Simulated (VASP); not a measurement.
The system is MgO (lda).

```
Mg O
1.0
     0.00000    2.10600    2.10600
     2.10600    0.00000    2.10600
     2.10600    2.10600    0.00000
Mg O
1 1
Direct
  0.00000 0.00000 0.00000
  0.50000 0.50000 0.50000
```

```yaml
Program: VASP 6.6.1
Task: relaxation of cell and atoms
Functional: LDA
Potentials_or_basis: VASP PAW LDA potentials, release 64 (Mg, O)
Cutoff: 600 eV
k_mesh: 8 × 8 × 8
Occupations: gaussian, width 0.02 eV
Spin: no spin polarisation
```

At the start: pressure -8.0 GPa; volume 9.34 Å³/atom.

Problem. How do energy, volume and symmetry change on relaxing?

Solution. Over 3 steps the energy falls by 11.6 meV/atom and the volume is 8.89 Å³/atom (-4.8 %); space group Fm-3m (No. 225, to 0.05 Å).

The path:
| step | energy change (eV) | largest force (eV/Å) | pressure (GPa) | volume (Å³) |
| --- | --- | --- | --- | --- |
| 1 | 0.0000 | 0.0000 | -7.96 | 18.68 |
| 2 | -0.0198 | 0.0000 | 3.49 | 17.45 |
| 3 | -0.0233 | 0.0000 | 0.01 | 17.78 |

Final structure:
```
CELL_PARAMETERS angstrom
0.00000 2.07168 2.07168
2.07168 0.00000 2.07168
2.07168 2.07168 0.00000
ATOMIC_POSITIONS crystal
Mg 0.00000 0.00000 0.00000
O 0.50000 0.50000 0.50000
```
